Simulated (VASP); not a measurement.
Crystal: Ga4SbAs3.

```xyz
16
Lattice="0.0000 5.7639 5.7639 5.7639 0.0000 5.7639 5.7639 5.7639 0.0000" Properties=species:S:1:pos:R:3 pbc="T T T"
Ga   -0.0481   -0.0481   -0.0481
Ga    2.9300    2.9300   -0.0481
Ga    2.9300   -0.0481    2.9300
Ga    5.7158    2.9300    2.9300
Ga   -0.0481    2.9300    2.9300
Ga    2.9300    5.7158    2.9300
Ga    2.9300    2.9300    5.7158
Ga    5.7158    5.7158    5.7158
Sb    1.4410    1.4410    1.4410
Sb    7.2049    7.2049    7.2049
As    4.3229    4.3229    1.4410
As    4.3229    1.4410    4.3229
As    7.2049    4.3229    4.3229
As    1.4410    4.3229    4.3229
As    4.3229    7.2049    4.3229
As    4.3229    4.3229    7.2049
```

Base run:

- Program: VASP 6.6.1
- Functional: PBEsol
- Potentials or basis: VASP PAW PBE potentials, release 64 (Ga_d, Sb, As)
- Cutoff: 520 eV
- k mesh: 3 × 3 × 3
- Occupations: gaussian, width 0.01 eV
- Spin: no spin polarisation

Its results: band gap on the k mesh 0.02 eV; pressure 0.5 GPa.

The run is repeated on the same cell with these changes: functional from PBEsol to r2SCAN; further incar settings from LREAL = Auto; ALGO = Normal; EDIFF = 1e-06; NBANDS = 86 to LREAL = Auto; ALGO = Normal; EDIFF = 1e-07; NBANDS = 86. What comes out?

Band gap on the k mesh 0.47 eV; pressure 0.9 GPa.

Caveats: the PAW data sets were made with another functional, which shifts forces and pressure a little; spin-orbit coupling is left out, which moves the levels of the heavy elements.

